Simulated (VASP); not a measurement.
A run of VASP 6.6.1 is set up as follows.

Contents of INCAR:

```
SYSTEM = BeS
ALGO = Normal ; EDIFF = 1E-7
ENCUT = 520 ; GGA = PS
ISIF = 2 ; ISMEAR = 0
LASPH = .True. ; LCHARG = .False.
LREAL = .False. ; LWAVE = .False.
NBANDS = 11 ; NELM = 100
PREC = Accurate ; SIGMA = 0.05
```

File KPOINTS:

```
k-points
0
Gamma
  10 10 10
  0 0 0
```

Contents of POSCAR:

```
BeS
1.0
    0.0000000000      2.4570807242      2.4570807242
    2.4570807242      0.0000000000      2.4570807242
    2.4570807242      2.4570807242      0.0000000000
Be S
1 1
Direct
    0.0000000000      0.0000000000      0.0000000000
    0.7500000000      0.7500000000      0.7500000000
```

Potentials or basis: VASP PAW PBE potentials, release 64 (Be, S).

The run is started by

```sh
$ cat potpaw_PBE.64/Be/POTCAR potpaw_PBE.64/S/POTCAR > POTCAR
$ mpirun -np 1 vasp_std > vasp.out
```

Task: What does it give for the band gap on the k mesh?

Result: 3.01 eV, indirect (least direct gap 5.38 eV).

Task: Predict the pressure.

Result: -4.0 GPa.

Caveat: the PAW data sets were made with another functional, which shifts forces and pressure a little. A k mesh can miss the band edges.
